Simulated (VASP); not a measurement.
# DyMgF: single point with PBE

Crystal: DyMgF.

```xyz
3
Lattice="3.6796 0.0000 0.0000 0.0000 3.6796 0.0000 0.0000 0.0000 4.2057" Properties=species:S:1:pos:R:3 pbc="T T T"
Dy    0.0000    0.0000    0.0000
Mg    1.8398    1.8398    2.1029
F     1.8398    1.8398    0.0000
```

The cell was built from a structure type or drawn by symmetry, and may not be a known phase.

```json
{
 "Program": "VASP 6.6.1",
 "Task": "single point",
 "Functional": "PBE",
 "Potentials or basis": "VASP PAW PBE potentials, release 64 (Dy_3, Mg, F), 4f in core",
 "Cutoff": "600 eV",
 "k mesh": "5 × 5 × 5",
 "Occupations": "gaussian, width 0.2 eV",
 "Spin": "no spin polarisation",
 "Dipole correction": "no",
 "Mended": "yes",
 "Further INCAR settings": "ALGO = Normal; EDIFF = 1e-06; NBANDS = 16"
}
```

```
Pressure               : 0.1 GPa
Band gap on the k mesh : zero (bands 9 and 10 overlap by 0.96 eV)
```

Stress tensor (GPa, compression positive):
```
0.03 0.00 0.00
0.00 0.03 0.00
0.00 0.00 0.28
```

Levels at points of the mesh, in eV from the Fermi level:
```
           k point  band 5  band 6  band 7  band 8  band 9  band 10  band 11  band 12  band 13  band 14
(0.00, 0.00, 0.00)   -8.85   -8.25   -8.25   -5.06   -1.28     0.53     2.66     2.66     2.98     4.85
```

It took 8.5 s on 1 thread of AMD EPYC 9R45 96-Core Processor (Zen 5), on a shared host, peak memory 0.17 GiB.

Caveat: spin-orbit coupling is left out, which moves the levels of the heavy elements; the 4f electrons are frozen in the core, so they carry no moment and show no levels; the run has no spin polarisation, though such a crystal can be magnetic. Spin polarisation is off, so any magnetic state and its effect on volume and gap are missing.
